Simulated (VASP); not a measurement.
# Mg7Cd9Te16 (P1) in VASP: relaxation of volume and atoms at fixed shape with PBEsol

Aim: the relaxation of volume and atoms at fixed shape of Mg7Cd9Te16 with PBEsol.

All numbers are computed with VASP 6.6.1; they aren't measurements. Logs are shortened: lines on timing, memory, paths and dates and some standing lists are left out, and cuts for length are marked.

### 1 The cell of the first run

The typed cell holds 64 atoms: a = 12.934 Å, b = 12.934 Å, c = 12.934 Å, α = 90.00°, β = 90.00°, γ = 90.00°.

### 2 Relaxation of volume and atoms at fixed shape, PBEsol

INCAR

```
PREC = Accurate ; ENCUT = 500
EDIFF = 1E-7 ; ISMEAR = -1
SIGMA = 0.05 ; LREAL = Auto
LASPH = T ; NELM = 120
ALGO = Normal ; ISIF = 8
LWAVE = F ; LCHARG = F
GGA = PS ; IBRION = 2
NSW = 100 ; EDIFFG = -0.03
ISYM = -1 ; GGA_COMPAT = F
NELMIN = 4 ; KPAR = 1
```

KPOINTS

```
explicit points
1
Reciprocal
  0.25000000   0.25000000   0.25000000 1
```

POSCAR

```
Mg7Cd9Te16
1.0
   12.9341420000      0.0000000000      0.0000000000
    0.0000000000     12.9341420000      0.0000000000
    0.0000000000      0.0000000000     12.9341420000
Cd Mg Te
18 14 32
Direct
    0.9975710000      0.9993360000      0.0005700000
    0.0007870000      0.9991700000      0.4991280000
    0.9984340000      0.5016470000      0.5010030000
    0.4980140000      0.4992840000      0.5005610000
    0.2476910000      0.7495600000      0.0010110000
    0.2504580000      0.7496150000      0.4992510000
    0.7521480000      0.2481650000      0.4993680000
    0.7496540000      0.7535210000      0.4991890000
    0.2482150000      0.0003920000      0.2523770000
    0.2471800000      0.4998310000      0.2519190000
    0.2496810000      0.5010090000      0.7520580000
    0.7463900000      0.0035680000      0.7502880000
    0.0026050000      0.2524970000      0.2508960000
    0.9998150000      0.2523280000      0.7482770000
    0.0013300000      0.7520020000      0.2478720000
    0.5006320000      0.2523340000      0.2486880000
    0.4974610000      0.2499380000      0.7498890000
    0.5012450000      0.7501700000      0.2507010000
    0.9992630000      0.5007300000      0.0021830000
    0.5003160000      0.0005370000      0.9997300000
    0.5007790000      0.9991680000      0.4984490000
    0.5009360000      0.4989660000      0.0002400000
    0.2495070000      0.2484580000      0.9989870000
    0.2502270000      0.2502570000      0.4992520000
    0.7495290000      0.2520360000      0.0000800000
    0.7515920000      0.7474740000      0.0002940000
    0.2510400000      0.0014800000      0.7486910000
    0.7495150000      0.9983330000      0.2486530000
    0.7521280000      0.5021870000      0.2490510000
    0.7503080000      0.5003830000      0.7516740000
    0.9999470000      0.7492350000      0.7502750000
    0.5017280000      0.7510470000      0.7519400000
    0.1232600000      0.1245670000      0.1243870000
    0.1231910000      0.1266770000      0.6244670000
    0.1222640000      0.6247640000      0.1281770000
    0.1264480000      0.6234180000      0.6236700000
    0.6245890000      0.1262340000      0.1251250000
    0.6254900000      0.1233370000      0.6246410000
    0.6240870000      0.6259750000      0.1240170000
    0.6259410000      0.6256020000      0.6258360000
    0.3771350000      0.3766530000      0.1248520000
    0.3765930000      0.3752420000      0.6245790000
    0.3741930000      0.8737610000      0.1293170000
    0.3744520000      0.8748120000      0.6257550000
    0.8760790000      0.3758210000      0.1267180000
    0.8743070000      0.3738050000      0.6224830000
    0.8736060000      0.8758900000      0.1269340000
    0.8763970000      0.8742860000      0.6246180000
    0.3755650000      0.1227930000      0.3754620000
    0.3749110000      0.1279760000      0.8739710000
    0.3778850000      0.6228340000      0.3749260000
    0.3738080000      0.6273680000      0.8760380000
    0.8748770000      0.1267950000      0.3764920000
    0.8758820000      0.1252970000      0.8735120000
    0.8733610000      0.6272940000      0.3743050000
    0.8767450000      0.6245400000      0.8737270000
    0.1250750000      0.3761130000      0.3765700000
    0.1226180000      0.3749710000      0.8763350000
    0.1276550000      0.8744590000      0.3731840000
    0.1254040000      0.8763330000      0.8754500000
    0.6248690000      0.3739920000      0.3755050000
    0.6222380000      0.3765610000      0.8766090000
    0.6271790000      0.8742060000      0.3748410000
    0.6268290000      0.8734770000      0.8748950000
```

Potentials or basis: VASP PAW PBE potentials, release 64 (Cd, Mg, Te).

Launch:

```
cat potpaw_PBE.64/Cd/POTCAR potpaw_PBE.64/Mg/POTCAR potpaw_PBE.64/Te/POTCAR > POTCAR
mpirun -np 4 vasp_std > vasp.out
```

OUTCAR:

```text
PREC = Accurate
   ENCUT = 500
   EDIFF = 1E-7
   ISMEAR = -1
   LREAL = Auto
   LASPH = T
   NELM = 120
   ISIF = 8
   GGA = PS
   IBRION = 2
   NSW = 100
   EDIFFG = -0.03
   ISYM = -1
   NELMIN = 4

 ion  position               nearest neighbor table
   1  0.998  0.999  0.001-  47 2.79  33 2.80  54 2.80  60 2.81
   2  0.001  0.999  0.499-  48 2.80  34 2.80  53 2.81  59 2.82
   3  0.998  0.502  0.501-  36 2.78  46 2.79  57 2.81  55 2.82
   4  0.498  0.499  0.501-  51 2.76  42 2.76  61 2.82  40 2.83
   5  0.248  0.750  0.001-  52 2.79  60 2.80  35 2.82  43 2.83
   6  0.250  0.750  0.499-  59 2.79  36 2.80  44 2.81  51 2.83
[... 56 lines left out ...]
  63  0.627  0.874  0.375-   8 2.74  28 2.78  18 2.79  21 2.80
  64  0.627  0.873  0.875-  32 2.77  12 2.80  26 2.81  20 2.83

IMPORTANT INFORMATION: All symmetrisations will be switched off!
NOSYMM: (Re-)initialisation of all symmetry stuff for point group C_1.

----------------------------------------------------------------------------------------

                                     Primitive cell

  volume of cell :    2163.7789

  direct lattice vectors                    reciprocal lattice vectors
    12.934142000  0.000000000  0.000000000     0.077314753  0.000000000  0.000000000
     0.000000000 12.934142000  0.000000000     0.000000000  0.077314753  0.000000000
     0.000000000  0.000000000 12.934142000     0.000000000  0.000000000  0.077314753

  length of vectors
    12.934142000 12.934142000 12.934142000     0.077314753  0.077314753  0.077314753

  position of ions in fractional coordinates (direct lattice)
     0.997571000  0.999336000  0.000570000
     0.000787000  0.999170000  0.499128000
     0.998434000  0.501647000  0.501003000
     0.498014000  0.499284000  0.500561000
     0.247691000  0.749560000  0.001011000
     0.250458000  0.749615000  0.499251000
[... 56 lines left out ...]
     0.627179000  0.874206000  0.374841000
     0.626829000  0.873477000  0.874895000

  ion indices of the primitive-cell ions
   primitive index   ion index
                 1           1
                 2           2
                 3           3
                 4           4
                 5           5
                 6           6
[... 56 lines left out ...]
                63          63
                64          64

----------------------------------------------------------------------------------------

 KPOINTS: explicit points

Read explicit list of k-points.

 Found      1 k-points:

 Following reciprocal coordinates:
            Coordinates               Weight
  0.250000  0.250000  0.250000      1.000000
   k-points           NKPTS =      1   k-points in BZ     NKDIM =      1   number of bands    NBANDS=    264
   number of dos      NEDOS =    301   number of ions     NIONS =     64
   total plane-waves  NPLWV = 884736
   dimension x,y,z NGX =    96 NGY =   96 NGZ =   96
   dimension x,y,z NGXF=   192 NGYF=  192 NGZF=  192
   ions per type =              18  14  32
   NGX,Y,Z   is equivalent  to a cutoff of  12.34, 12.34, 12.34 a.u.
   NGXF,Y,Z  is equivalent  to a cutoff of  24.68, 24.68, 24.68 a.u.
 SYSTEM =  unknown system
   PREC   = accura    normal or accurate (medium, high low for compatibility)
   ISTART =      0    job   : 0-new  1-cont  2-samecut
   ICHARG =      2    charge: 1-file 2-atom 10-const
   ISPIN  =      1    spin polarized calculation?
   LNONCOLLINEAR =      F non collinear calculations
   LSORBIT =      F    spin-orbit coupling
   LASPH  =      T    aspherical Exc in radial PAW
   ENCUT  =  500.0 eV  36.75 Ry    6.06 a.u.  23.58 23.58 23.58*2*pi/ulx,y,z
   NELM   =    120;   NELMIN=  4; NELMDL= -5     # of ELM steps
   EDIFF  = 0.1E-06   stopping-criterion for ELM
   LREAL  =      T    real-space projection
   EDIFFG = -.3E-01   stopping-criterion for IOM
   NSW    =    100    number of steps for IOM
   IBRION =      2    ionic relax: 0-MD 1-quasi-New 2-CG
   NFREE  =      1    steps in history (QN), initial steepest desc. (CG)
   ISIF   =      8    stress and relaxation
   ISYM   =     -1    0-nonsym 1-usesym 2-fastsym
   POTIM  = 0.5000    time-step for ionic-motion
   TEBEG  =    0.0;   TEEND  =   0.0 temperature during run
   PSTRESS=    0.0 pullay stress
   NELECT =     436.0000    total number of electrons
   NUPDOWN=      -1.0000    fix difference up-down
   EMIN   =  10.00;   EMAX   =-10.00  energy-range for DOS
   EFERMI =   0.00;   METHOD = LEGACY
   ISMEAR =    -1;   SIGMA  =   0.05  broadening in eV -4-tet -1-fermi 0-gaus
   EFERMI_NEDOS =   21; number of points for ismear=-14 and -15
   IALGO  =     38    algorithm
   IMIX   =      4    mixing-type and parameters
     AMIX     =   0.40;   BMIX     =  1.00
     AMIX_MAG =   1.60;   BMIX_MAG =  1.00
  volume/ion in A,a.u.               =      33.81       228.15
  Fermi-wavevector in a.u.,A,eV,Ry     =   0.959767  1.813698 12.533056  0.921154
  Thomas-Fermi vector in A             =   2.088993
   LORBIT       =      0    0 simple, 1 ext, 2 COOP (PROOUT), +10 PAW based schemes
   GGA     = PS    functional components
   LHFCALC =     F    Hartree Fock is set to
   AEXX    =    0.0000 exact exchange contribution
   IVDW    =     0    specifies the selected vdW correction
   LEPSILON=     F    determine dielectric tensor
   LRPA    =     F    only Hartree local field effects (RPA)
 conjugate gradient relaxation of ions
 non-spin polarized calculation
  energy-cutoff  :      500.00
  volume of cell :     2163.78
 maximum number of plane-waves:     54945
 NGX is ok and might be reduce to    96
   NGX = 47   NGY = 47   NGZ = 47

--------------------------------------- Ionic step        1  -------------------------------------------

 number of electron     435.9999997 magnetization

 Free energy of the ion-electron system (eV)
  ---------------------------------------------------
  ext. energy  EPLUGINS =         0.00000000
  ---------------------------------------------------
  free energy    TOTEN  =      -194.95239156 eV

  energy without entropy =     -194.95239156  energy(sigma->0) =     -194.95239156

------------------------ aborting loop because EDIFF is reached ----------------------------------------

  FORCE on cell =-STRESS in cart. coord.  units (eV):
  Direction    XX          YY          ZZ          XY          YZ          ZX
  --------------------------------------------------------------------------------------
  -------------------------------------------------------------------------------------
  Total        2.8378812      3.0023580      2.9121404     -3.0602054     -3.2701600     -2.0003873
  in kB        2.1013187      2.2231061      2.1563042     -2.2659394     -2.4214010     -1.4811935
  external PRESSURE =       2.1602430 kB  Pullay stress =       0.0000000 kB
[... 275 lines left out ...]
  FREE ENERGIE OF THE ION-ELECTRON SYSTEM (eV)
  ---------------------------------------------------
  free  energy   TOTEN  =      -195.1569916096 eV

  energy  without entropy=     -195.1569916055  energy(sigma->0) =     -195.15699161

[... ionic steps 4 to 7 ...]

--------------------------------------- Ionic step        8  -------------------------------------------

 number of electron     435.9999929 magnetization

------------------------ aborting loop because EDIFF is reached ----------------------------------------

  FORCE on cell =-STRESS in cart. coord.  units (eV):
  Direction    XX          YY          ZZ          XY          YZ          ZX
  --------------------------------------------------------------------------------------
  -------------------------------------------------------------------------------------
  Total       -0.0000031      0.1293322     -0.1362097     -2.4410496     -2.4125980     -2.4024226
  in kB       -0.0000023      0.0954877     -0.1005654     -1.8022592     -1.7812530     -1.7737404
  external PRESSURE =      -0.0016934 kB  Pullay stress =       0.0000000 kB
[... 181 lines left out ...]
  energy  without entropy=     -195.2157573556  energy(sigma->0) =     -195.21575736

--------------------------------------- Ionic step       10  -------------------------------------------

 number of electron     435.9999929 magnetization

 Free energy of the ion-electron system (eV)
  ---------------------------------------------------
  ext. energy  EPLUGINS =         0.00000000
  ---------------------------------------------------
  free energy    TOTEN  =      -195.21689666 eV

  energy without entropy =     -195.21689666  energy(sigma->0) =     -195.21689666

 E-fermi :   3.0292     XC(G=0):  -8.4424

 val. band max:        1.9459730645   @ k =   0.2500   0.2500   0.2500
 cond. band min:       4.0833508793   @ k =   0.2500   0.2500   0.2500
 fundamental gap:      2.1373778148
 Fermi energy:         3.0292495584

 k-point     1 :       0.2500    0.2500    0.2500
  band No.  band energies     occupation
      1      -8.7114      2.00000
      2      -8.5792      2.00000
      3      -8.5712      2.00000
      4      -8.5490      2.00000
      5      -8.4816      2.00000
      6      -8.4565      2.00000
[... 222 lines left out ...]
    229       4.9929      0.00000
    230       5.0438      0.00000
 [bands above 230 left out]

------------------------ aborting loop because EDIFF is reached ----------------------------------------

  FORCE on cell =-STRESS in cart. coord.  units (eV):
  Direction    XX          YY          ZZ          XY          YZ          ZX
  --------------------------------------------------------------------------------------
  -------------------------------------------------------------------------------------
  Total       -0.0487514      0.0707556     -0.2029972     -2.4074870     -2.4343753     -2.3638493
  in kB       -0.0359922      0.0522374     -0.1498687     -1.7773992     -1.7972503     -1.7451824
  external PRESSURE =      -0.0445412 kB  Pullay stress =       0.0000000 kB
[... 79 lines left out ...]
  FREE ENERGIE OF THE ION-ELECTRON SYSTEM (eV)
  ---------------------------------------------------
  free  energy   TOTEN  =      -195.2168966641 eV

  energy  without entropy=     -195.2168966610  energy(sigma->0) =     -195.21689666

 reached required accuracy - stopping structural energy minimisation
```

Wall time 58 min (4 MPI ranks of Intel Xeon Platinum 8488C (Sapphire Rapids), shared host); peak memory 0.69 GiB.

What came out:

```yaml
Free_energy: -195.2169 eV
Relaxed_volume: 33.91 Å³/atom
Relaxed_cell: a = 12.947 Å, b = 12.947 Å, c = 12.947 Å, α = 90.00°, β = 90.00°, γ = 90.00°
Space_group_after_relaxing_to_0.1_Å: P1 (No. 1)
Energy_gained_by_relaxing: 4.1 meV/atom
Ionic_steps: 10
Pressure_after_relaxing: 0.0 GPa
Largest_force_after_relaxing: 0.018 eV/Å
Band_gap_on_the_k_mesh: 2.14 eV
```

Forces in eV/Å, atoms in the order of the input:
```
Cd   0.006  0.008  0.006
Cd   0.004  0.001  0.001
Cd   0.002 -0.007  0.001
Cd  -0.011  0.005  0.000
Cd   0.006 -0.002  0.000
Cd  -0.006  0.006 -0.007
Cd   0.003 -0.004  0.015
Cd   0.001 -0.002 -0.006
Cd  -0.001 -0.009  0.001
Cd   0.004  0.014 -0.011
Cd   0.009  0.003 -0.007
Cd   0.002  0.005 -0.003
Cd  -0.007 -0.007 -0.003
Cd  -0.002  0.000  0.011
Cd   0.003 -0.007 -0.002
Cd  -0.001  0.004 -0.001
Cd   0.011  0.002  0.004
Cd   0.002 -0.001  0.001
Mg   0.007  0.002 -0.005
Mg  -0.006 -0.005 -0.004
Mg   0.008  0.013  0.003
Mg  -0.002 -0.001 -0.001
Mg  -0.003 -0.005  0.002
Mg  -0.004  0.012  0.002
Mg   0.000 -0.008 -0.009
Mg  -0.004  0.011  0.002
Mg  -0.007 -0.004  0.014
Mg   0.008 -0.012 -0.004
Mg  -0.010 -0.003  0.002
Mg   0.002 -0.009 -0.007
Mg  -0.005  0.000 -0.001
Mg  -0.006 -0.005  0.000
Te  -0.001 -0.002  0.006
Te   0.000 -0.002  0.006
Te  -0.003  0.002 -0.001
Te   0.003  0.003 -0.001
Te   0.004 -0.003  0.003
Te   0.001 -0.002  0.005
Te  -0.004  0.000  0.001
Te   0.002 -0.002 -0.006
Te  -0.003  0.000  0.000
Te   0.005 -0.003  0.003
Te   0.003 -0.002  0.002
Te   0.000  0.007 -0.007
Te  -0.001 -0.001 -0.010
Te   0.004  0.000 -0.001
Te   0.006 -0.010 -0.001
Te  -0.011  0.012 -0.003
Te  -0.005  0.005  0.002
Te   0.005  0.001 -0.011
Te  -0.002  0.004 -0.001
Te   0.005 -0.010  0.003
Te  -0.014 -0.003  0.005
Te   0.002  0.000  0.004
Te   0.004 -0.005  0.004
Te  -0.011 -0.003  0.009
Te   0.000  0.007 -0.012
Te   0.009  0.006 -0.001
Te   0.001  0.003 -0.001
Te  -0.003 -0.002  0.005
Te   0.001  0.006  0.004
Te  -0.002 -0.003 -0.003
Te   0.001  0.000  0.005
Te   0.000  0.003 -0.003
```

Step by step:
| step | energy change (eV) | largest force (eV/Å) | pressure (GPa) | volume (Å³) |
| --- | --- | --- | --- | --- |
| 1 | 0.0000 | 0.5243 | 0.22 | 2163.78 |
| 2 | -0.1557 | 0.2718 | -0.08 | 2178.09 |
| 3 | -0.2046 | 0.1289 | -0.35 | 2192.16 |
| 4 | -0.2430 | 0.0894 | 0.04 | 2169.06 |
| 5 | -0.2430 | 0.0893 | 0.04 | 2169.08 |
| 6 | -0.2512 | 0.0661 | 0.03 | 2169.49 |
| 7 | -0.2584 | 0.0604 | 0.00 | 2170.36 |
| 8 | -0.2617 | 0.0350 | 0.00 | 2170.05 |
| 9 | -0.2634 | 0.0324 | 0.00 | 2169.62 |
| 10 | -0.2645 | 0.0182 | 0.00 | 2170.15 |

Final structure:
```xyz
64
Lattice="12.9468 0.0000 0.0000 0.0000 12.9468 0.0000 0.0000 0.0000 12.9468" Properties=species:S:1:pos:R:3 pbc="T T T"
Cd   12.9346   12.9439   12.9413
Cd    0.0052    0.0075    6.4818
Cd   12.9355    6.4977    6.4806
Cd    6.4927    6.4705    6.4975
Cd    3.2264    9.7246    0.0105
Cd    3.2636    9.7102    6.4913
Cd    9.7144    3.2247    6.4692
Cd    9.7131    9.7278    6.4906
Cd    3.2444    0.0231    3.2412
Cd    3.2346    6.4698    3.2397
Cd    3.2434    6.4821    9.7378
Cd    9.6979    0.0089    9.7252
Cd    0.0063    3.2561    3.2413
Cd    0.0097    3.2569    9.7056
Cd   12.9424    9.7270    3.2327
Cd    6.4810    3.2486    3.2283
Cd    6.4748    3.2434    9.7241
Cd    6.4966    9.7148    3.2328
Mg   12.9236    6.4698    0.0000
Mg    6.4765    0.0037   12.9401
Mg    6.4594   12.9266    6.4647
Mg    6.4663    6.4769    0.0040
Mg    3.2393    3.2282   12.9380
Mg    3.2378    3.2287    6.4691
Mg    9.7004    3.2503    0.0097
Mg    9.7182    9.6910   12.9303
Mg    3.2400    0.0084    9.7082
Mg    9.6978    0.0111    3.2173
Mg    9.7068    6.4798    3.2236
Mg    9.7061    6.4798    9.7258
Mg    0.0028    9.7049    9.7227
Mg    6.4770    9.7231    9.7170
Te    1.6193    1.6298    1.6023
Te    1.6430    1.6270    8.0954
Te    1.5955    8.0755    1.6030
Te    1.6152    8.1047    8.1104
Te    8.0943    1.6121    1.5936
Te    8.0640    1.5999    8.0734
Te    8.1055    8.0783    1.5943
Te    8.0959    8.1022    8.1297
Te    4.8461    4.8505    1.5869
Te    4.8330    4.8429    8.0867
Te    4.8673   11.3452    1.6130
Te    4.8736   11.3469    8.1200
Te   11.3105    4.8682    1.6122
Te   11.3040    4.8697    8.1004
Te   11.2882   11.3275    1.6062
Te   11.3454   11.3266    8.1208
Te    4.8702    1.6297    4.8768
Te    4.8435    1.6020   11.3418
Te    4.8705    8.0852    4.8528
Te    4.8807    8.1101   11.3392
Te   11.3216    1.5987    4.8301
Te   11.3119    1.6477   11.3353
Te   11.3004    8.0910    4.8382
Te   11.3381    8.0886   11.3206
Te    1.6240    4.8533    4.8830
Te    1.6170    4.8617   11.3656
Te    1.6296   11.3246    4.8578
Te    1.6158   11.3354   11.2985
Te    8.1088    4.8690    4.8428
Te    8.0998    4.8760   11.3482
Te    8.1017   11.3588    4.8546
Te    8.0828   11.3118   11.3514
```

Caveat: the PAW data sets were made with another functional, which shifts forces and pressure a little; spin-orbit coupling is left out, which moves the levels of the heavy elements; a shifted mesh leaves out Γ, where band edges can lie.
